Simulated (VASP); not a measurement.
# Si in VASP: further runs

Si is run at these levels: LDA; tasks: single point.

All numbers are computed with VASP 6.6.1; they aren't measurements. Logs are shortened: lines on timing, memory, paths and dates and some standing lists are left out, and cuts for length are marked.

### Step 1. The cell of the first run

Symmetry: I4_1/amd, No. 141, tetragonal system. Conventional cell: a = 3.840 Å, b = 3.840 Å, c = 5.322 Å, α = 90.00°, β = 90.00°, γ = 90.00°. Within 3.1 Å of Si (site symmetry -4m2) lie 4 Si at 2.34 Å.

### Step 2. Single point, LDA (zz strain of -2 %)

File INCAR:

```
SYSTEM = Si
ALGO = Normal
EDIFF = 1E-6
ENCUT = 520
ISIF = 2
ISMEAR = -1
LASPH = .TRUE.
LCHARG = .FALSE.
LREAL = .FALSE.
LWAVE = .FALSE.
NBANDS = 11
NELM = 100
PREC = Accurate
SIGMA = 0.08
```

File KPOINTS:

```
k-points
0
G
  11 11 11
  0 0 0
```

File POSCAR:

```
Si
1.0
    0.0000000000      2.7154700000      2.6611606000
    2.7154700000      0.0000000000      2.6611606000
    2.7154700000      2.7154700000      0.0000000000
Si
2
Direct
    0.5000000000      0.5000000000      0.5000000000
    0.7500000000      0.7500000000      0.7500000000
```

Potentials or basis: VASP PAW LDA potentials, release 64 (Si).

Command:

```
$ cat potpaw_LDA.64/Si/POTCAR > POTCAR
$ mpirun -np 1 vasp_std > vasp.out
```

OUTCAR:

```text
SYSTEM = Si
   EDIFF = 1E-6
   ENCUT = 520
   ISIF = 2
   ISMEAR = -1
   LASPH = .TRUE.
   LREAL = .FALSE.
   NELM = 100
   PREC = Accurate

 ion  position               nearest neighbor table
   1  0.500  0.500  0.500-   2 2.34   2 2.34   2 2.34   2 2.34
   2  0.750  0.750  0.750-   1 2.34   1 2.34   1 2.34   1 2.34

  LATTYP: Found a body centered tetragonal cell.
 ALAT       =     3.8402545022
 C/A-ratio  =     1.3859292911

  Lattice vectors:

 A1 = (   0.0000000000,  -2.7154700000,  -2.6611606000)
 A2 = (   0.0000000000,   2.7154700000,  -2.6611606000)
 A3 = (   2.7154700000,   0.0000000000,   2.6611606000)

Analysis of symmetry for initial positions (statically):
=====================================================================
 Subroutine PRICEL returns:
 Original cell was already a primitive cell.

 Routine SETGRP: Setting up the symmetry group for a
 body centered tetragonal supercell.

 Subroutine GETGRP returns: Found 16 space group operations
 (whereof  8 operations were pure point group operations)
 out of a pool of 16 trial point group operations.

The static configuration has the point symmetry D_2d.
 The point group associated with its full space group is D_4h.

Analysis of symmetry for dynamics (positions and initial velocities):
=====================================================================
 Subroutine PRICEL returns:
 Original cell was already a primitive cell.

 Routine SETGRP: Setting up the symmetry group for a
 body centered tetragonal supercell.

 Subroutine GETGRP returns: Found 16 space group operations
 (whereof  8 operations were pure point group operations)
 out of a pool of 16 trial point group operations.

The dynamic configuration has the point symmetry D_2d.
 The point group associated with its full space group is D_4h.

 Subroutine INISYM returns: Found 16 space group operations
 (whereof  8 operations are pure point group operations),
 and found     1 'primitive' translations

----------------------------------------------------------------------------------------

                                     Primitive cell

  volume of cell :      39.2456

  direct lattice vectors                    reciprocal lattice vectors
     0.000000000  2.715470000  2.661160600    -0.184130187  0.184130187  0.187887946
     2.715470000  0.000000000  2.661160600     0.184130187 -0.184130187  0.187887946
     2.715470000  2.715470000  0.000000000     0.184130187  0.184130187 -0.187887946

  length of vectors
     3.802045904  3.802045904  3.840254502     0.321107042  0.321107042  0.321107042

  position of ions in fractional coordinates (direct lattice)
     0.500000000  0.500000000  0.500000000
     0.750000000  0.750000000  0.750000000

  ion indices of the primitive-cell ions
   primitive index   ion index
                 1           1
                 2           2

----------------------------------------------------------------------------------------

 KPOINTS: k-points

Automatic generation of k-mesh.
 Grid dimensions read from file:
 generate k-points for:   11   11   11

 Generating k-lattice:

  Cartesian coordinates                     Fractional coordinates (reciprocal lattice)
    -0.016739108  0.016739108  0.017080722     0.090909091  0.000000000  0.000000000
     0.016739108 -0.016739108  0.017080722     0.000000000  0.090909091  0.000000000
     0.016739108  0.016739108 -0.017080722    -0.000000000 -0.000000000  0.090909091

  Length of vectors
     0.029191549  0.029191549  0.029191549

  Shift w.r.t. Gamma in fractional coordinates (k-lattice)
     0.000000000  0.000000000  0.000000000

 Subroutine IBZKPT returns following result:
 ===========================================

 Found    126 irreducible k-points:

 Following reciprocal coordinates:
            Coordinates               Weight
  0.000000  0.000000  0.000000      1.000000
  0.090909  0.000000  0.000000      8.000000
  0.181818  0.000000  0.000000      8.000000
  0.272727  0.000000  0.000000      8.000000
  0.363636  0.000000  0.000000      8.000000
  0.454545 -0.000000  0.000000      8.000000
[... 16 lines left out ...]
 -0.272727  0.181818  0.000000      8.000000
 -0.181818  0.181818  0.000000      4.000000
 [... further k-points ...]
   k-points           NKPTS =    126   k-points in BZ     NKDIM =    126   number of bands    NBANDS=     11
   number of dos      NEDOS =    301   number of ions     NIONS =      2
   total plane-waves  NPLWV =  23520
   dimension x,y,z NGX =    28 NGY =   28 NGZ =   30
   dimension x,y,z NGXF=    56 NGYF=   56 NGZF=   60
   ions per type =               2
   NGX,Y,Z   is equivalent  to a cutoff of  12.24, 12.24, 12.99 a.u.
   NGXF,Y,Z  is equivalent  to a cutoff of  24.49, 24.49, 25.97 a.u.
 SYSTEM =  Si
   PREC   = accura    normal or accurate (medium, high low for compatibility)
   ISTART =      0    job   : 0-new  1-cont  2-samecut
   ICHARG =      2    charge: 1-file 2-atom 10-const
   ISPIN  =      1    spin polarized calculation?
   LNONCOLLINEAR =      F non collinear calculations
   LSORBIT =      F    spin-orbit coupling
   LASPH  =      T    aspherical Exc in radial PAW
   ENCUT  =  520.0 eV  38.22 Ry    6.18 a.u.   7.07  7.07  7.14*2*pi/ulx,y,z
   NELM   =    100;   NELMIN=  2; NELMDL= -5     # of ELM steps
   EDIFF  = 0.1E-05   stopping-criterion for ELM
   LREAL  =      F    real-space projection
   EDIFFG = 0.1E-04   stopping-criterion for IOM
   NSW    =      0    number of steps for IOM
   IBRION =     -1    ionic relax: 0-MD 1-quasi-New 2-CG
   NFREE  =      0    steps in history (QN), initial steepest desc. (CG)
   ISIF   =      2    stress and relaxation
   ISYM   =      2    0-nonsym 1-usesym 2-fastsym
   POTIM  = 0.5000    time-step for ionic-motion
   TEBEG  =    0.0;   TEEND  =   0.0 temperature during run
   PSTRESS=    0.0 pullay stress
   NELECT =       8.0000    total number of electrons
   NUPDOWN=      -1.0000    fix difference up-down
   EMIN   =  10.00;   EMAX   =-10.00  energy-range for DOS
   EFERMI =   0.00;   METHOD = LEGACY
   ISMEAR =    -1;   SIGMA  =   0.08  broadening in eV -4-tet -1-fermi 0-gaus
   EFERMI_NEDOS =   21; number of points for ismear=-14 and -15
   IALGO  =     38    algorithm
   IMIX   =      4    mixing-type and parameters
     AMIX     =   0.40;   BMIX     =  1.00
     AMIX_MAG =   1.60;   BMIX_MAG =  1.00
  volume/ion in A,a.u.               =      19.62       132.42
  Fermi-wavevector in a.u.,A,eV,Ry     =   0.963477  1.820707 12.630111  0.928287
  Thomas-Fermi vector in A             =   2.093025
   LORBIT       =      0    0 simple, 1 ext, 2 COOP (PROOUT), +10 PAW based schemes
   GGA     = CA    functional components
   LHFCALC =     F    Hartree Fock is set to
   AEXX    =    0.0000 exact exchange contribution
   IVDW    =     0    specifies the selected vdW correction
   LEPSILON=     F    determine dielectric tensor
   LRPA    =     F    only Hartree local field effects (RPA)
 non-spin polarized calculation
  energy-cutoff  :      520.00
  volume of cell :       39.25
 maximum number of plane-waves:      1070
   NGX = 15   NGY = 15   NGZ = 15

 number of electron       8.0000000 magnetization

 Free energy of the ion-electron system (eV)
  ---------------------------------------------------
  ext. energy  EPLUGINS =         0.00000000
  ---------------------------------------------------
  free energy    TOTEN  =       -11.91631111 eV

  energy without entropy =      -11.91558425  energy(sigma->0) =      -11.91594768

 E-fermi :   6.1725     XC(G=0):  -9.6819

 val. band max:        6.0691660797   @ k =   0.0000   0.0000   0.0000
 cond. band min:       6.3148230457   @ k =   0.4545   0.4545   0.0000
 fundamental gap:      0.2456569660
 Fermi energy:         6.1724763291

 k-point     1 :       0.0000    0.0000    0.0000
  band No.  band energies     occupation
      1      -6.1189      2.00000
      2       5.9302      1.90773
      3       5.9302      1.90773
      4       6.0692      1.56876
      5       8.4630      0.00000
      6       8.5351      0.00000
      7       8.5351      0.00000
      8       9.4113      0.00000
      9      13.5297      0.00000
     10      13.7406      0.00000
     11      13.8951      0.00000

 k-point     2 :       0.0909    0.0000    0.0000
  band No.  band energies     occupation
      1      -6.0087      2.00000
      2       4.9746      2.00000
      3       5.7532      1.98947
      4       5.8589      1.96108
      5       8.5369      0.00000
      6       8.7525      0.00000
      7       8.7848      0.00000
      8      10.1743      0.00000
      9      13.2239      0.00000
     10      13.5417      0.00000
     11      14.2110      0.00000

 k-point     3 :       0.1818    0.0000    0.0000
  band No.  band energies     occupation
      1      -5.6822      2.00000
      2       3.2750      2.00000
      3       5.3939      1.99988
      4       5.5214      1.99942
      5       8.2349      0.00000
      6       9.2432      0.00000
      7       9.2432      0.00000
      8      11.7339      0.00000
      9      12.9080      0.00000
     10      13.1123      0.00000
     11      14.9730      0.00000

 k-point     4 :       0.2727    0.0000    0.0000
  band No.  band energies     occupation
      1      -5.1555      2.00000
      2       1.5886      2.00000
      3       5.0530      2.00000
      4       5.2075      1.99999
      5       7.8825      0.00000
      6       9.4352      0.00000
      7       9.5265      0.00000
      8      13.2125      0.00000
      9      13.2861      0.00000
     10      13.3488      0.00000
     11      14.7772      0.00000
[... 239 lines left out ...]
 k-point    22 :      -0.3636    0.1818    0.0000
  band No.  band energies     occupation
      1      -3.6639      2.00000
      2      -0.4594      2.00000
      3       2.7433      2.00000
      4       4.3558      2.00000
      5       8.0618      0.00000
      6      10.3439      0.00000
      7      10.3727      0.00000
      8      13.7497      0.00000
      9      13.7758      0.00000
     10      14.4810      0.00000
     11      17.4338      0.00000

 k-point    23 :      -0.2727    0.1818    0.0000
  band No.  band energies     occupation
      1      -4.3591      2.00000
      2       0.6956      2.00000
      3       2.8086      2.00000
      4       4.7552      2.00000
      5       8.4568      0.00000
      6      10.1750      0.00000
      7      10.3889      0.00000
      8      12.3595      0.00000
      9      12.4429      0.00000
     10      16.0327      0.00000
     11      17.7597      0.00000

 k-point    24 :      -0.1818    0.1818    0.0000
  band No.  band energies     occupation
      1      -4.9865      2.00000
      2       1.9046      2.00000
      3       3.2884      2.00000
      4       5.1888      1.99999
      5       8.8357      0.00000
      6       9.7163      0.00000
      7      10.0860      0.00000
      8      11.6678      0.00000
      9      11.9479      0.00000
     10      15.8670      0.00000
     11      16.6133      0.00000

 [... further k-points ...]
[... 5 lines left out ...]
  --------------------------------------------------------------------------------------
  -------------------------------------------------------------------------------------
  Total       -0.0450439     -0.0450439      0.4067750      0.0000000      0.0000000     -0.0000000
  in kB       -1.8388882     -1.8388882     16.6063330      0.0000000      0.0000000     -0.0000000
  external PRESSURE =       4.3095189 kB  Pullay stress =       0.0000000 kB

 VOLUME and BASIS-vectors are now :
 -----------------------------------------------------------------------------
  energy-cutoff  :      520.00
  volume of cell :       39.25
      direct lattice vectors                 reciprocal lattice vectors
     0.000000000  2.715470000  2.661160600    -0.184130187  0.184130187  0.187887946
     2.715470000  0.000000000  2.661160600     0.184130187 -0.184130187  0.187887946
     2.715470000  2.715470000  0.000000000     0.184130187  0.184130187 -0.187887946

 POSITION                                       TOTAL-FORCE (eV/Angst)
 -----------------------------------------------------------------------------------
      2.71547      2.71547      2.66116         0.000000      0.000000      0.000000
      4.07320      4.07320      3.99174        -0.000000     -0.000000      0.000000
 -----------------------------------------------------------------------------------
    total drift:                                0.000000      0.000000     -0.000000

  FREE ENERGIE OF THE ION-ELECTRON SYSTEM (eV)
  ---------------------------------------------------
  free  energy   TOTEN  =       -11.9163111066 eV

  energy  without entropy=      -11.9155842500  energy(sigma->0) =      -11.91594768
```

It took 14 s on 1 thread of Intel Xeon 6975P-C (Granite Rapids), shared host; peak memory 0.16 GiB.

What came out:

```
Free energy            : -11.9163 eV
Pressure               : 0.4 GPa
Band gap on the k mesh : 0.25 eV, indirect (least direct gap 2.39 eV)
```

Caveat: the cell differs from its parent crystal (zz strain of -2 %). A k mesh can miss the band edges.

(Part 1 of 2 ends here.)
